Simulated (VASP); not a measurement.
Here is a VASP 6.6.1 calculation.

INCAR

```
SYSTEM = Cd
PREC     = Accurate       ! precision mode
ENCUT    = 500            ! plane-wave cutoff, eV
EDIFF    = 1E-6           ! SCF threshold, eV
ISMEAR   = 0              ! smearing method
SIGMA    = 0.1            ! smearing width, eV
LREAL    = .FALSE.        ! projectors in reciprocal space
LASPH    = .TRUE.         ! aspherical terms in the spheres
NELM     = 120            ! most SCF steps
ALGO     = Normal         ! electronic algorithm
ISIF     = 2              ! what is computed and relaxed
LWAVE    = .FALSE.        ! write WAVECAR
LCHARG   = .TRUE.         ! write CHGCAR
GGA      = RP             ! functional
LELF     = .TRUE.         ! ELF
LVHAR    = .TRUE.       
NBANDS   = 19             ! bands
GGA_COMPAT= .FALSE.
```

Contents of KPOINTS:

```
Automatic mesh
0
G
  6 6 4
  0 0 0
```

POSCAR

```
Cd
1.0
    2.9788725081      0.0000000000      0.0000000000
   -1.4894362540      2.5797792666      0.0000000000
    0.0000000000      0.0000000000      5.6176500000
Cd
2
Direct
    0.3333333333      0.6666666667      0.2500000000
    0.6666666667      0.3333333333      0.7500000000
```

Potentials or basis: VASP PAW PBE potentials, release 64 (Cd).

Run with:

```sh
$ cat potpaw_PBE.64/Cd/POTCAR > POTCAR
$ mpirun -np 1 vasp_std > vasp.out
```

Problem. Predict the pressure.

Solution. 6.9 GPa.

Problem. What does it give for the band gap on the k mesh?

Solution. Zero (bands 12 and 13 overlap by 4.05 eV).

Stress tensor (GPa, compression positive):
```
7.48 0.00 0.00
0.00 7.48 0.00
0.00 0.00 5.88
```

Caveat: the k points lie up to 0.41 Å⁻¹ apart, too coarse for converged energies and pressures of a metal; the PAW data sets were made with another functional, which shifts forces and pressure a little.
